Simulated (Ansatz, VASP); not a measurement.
## One calculation of SrTe, two programs

Contents of INCAR:

```
ALGO = Normal
EDIFF = 1E-6
ENCUT = 500
GGA = PS
GGA_COMPAT = F
ISIF = 2
ISMEAR = -1
LASPH = T
LCHARG = F
LREAL = F
LWAVE = F
NBANDS = 15
NELM = 120
PREC = Accurate
SIGMA = 0.03
```

KPOINTS

```
k-points
0
Gamma
  7 7 7
```

The input POSCAR:

```
SrTe
1.0
    0.0000000000      3.3558353104      3.3558353104
    3.3558353104      0.0000000000      3.3558353104
    3.3558353104      3.3558353104      0.0000000000
Sr Te
1 1
Direct
    0.0000000000      0.0000000000      0.0000000000
    0.5000000000      0.5000000000      0.5000000000
```

Input for Ansatz:

```yaml
crystal:
  lattice:
    - [0.0, 3.3558353104, 3.3558353104]
    - [3.3558353104, 0.0, 3.3558353104]
    - [3.3558353104, 3.3558353104, 0.0]
  atoms:
    - { symbol: Sr, position: [0.0, 0.0, 0.0] }
    - { symbol: Te, position: [0.5, 0.5, 0.5] }
kpoints:
  mp_grid: { grid: [7, 7, 7] }
  band_path:
    path:
      - [0.0, 0.0, 0.0]
      - [0.5, 0.0, 0.5]
      - [0.625, 0.25, 0.625]
      - [0.375, 0.375, 0.75]
      - [0.0, 0.0, 0.0]
      - [0.5, 0.5, 0.5]
      - [0.5, 0.25, 0.75]
      - [0.5, 0.0, 0.5]
    npoints: 14
scf:
  occupations: { method: fermi_dirac, width: 0.03 }
hamiltonian:
  xc: pbesol
  pseudopotentials: { kind: all_electron, lapw: { basis_error: 0.001 } }
output:
  forces: true
  stress: true
  eigenvalues: true
  populations: true
```

Alike in both runs: task single point; functional PBEsol; k mesh 7 × 7 × 7; occupations fermi-dirac, width 0.03 eV; no spin polarisation.

|  | VASP | Ansatz |
| --- | --- | --- |
| version | VASP 6.6.1 | Ansatz 0.2.0 |
| potentials or method | VASP PAW PBE potentials, release 64 (Sr_sv, Te), cutoff 500 eV | all-electron LAPW, scalar-relativistic |

VASP gave:

```
gap on the k mesh at the Fermi level (eV) : 1.72
pressure (GPa)                            : -1.4
```

Problem. Estimate Ansatz's values.

Solution. gap on the k mesh at the Fermi level (eV): 1.74; pressure (GPa): -1.5.

VASP's potentials were made for PBE, not for PBEsol. Ansatz ran all-electron here, and VASP with PAW potentials.

Neither program's run includes spin-orbit coupling.
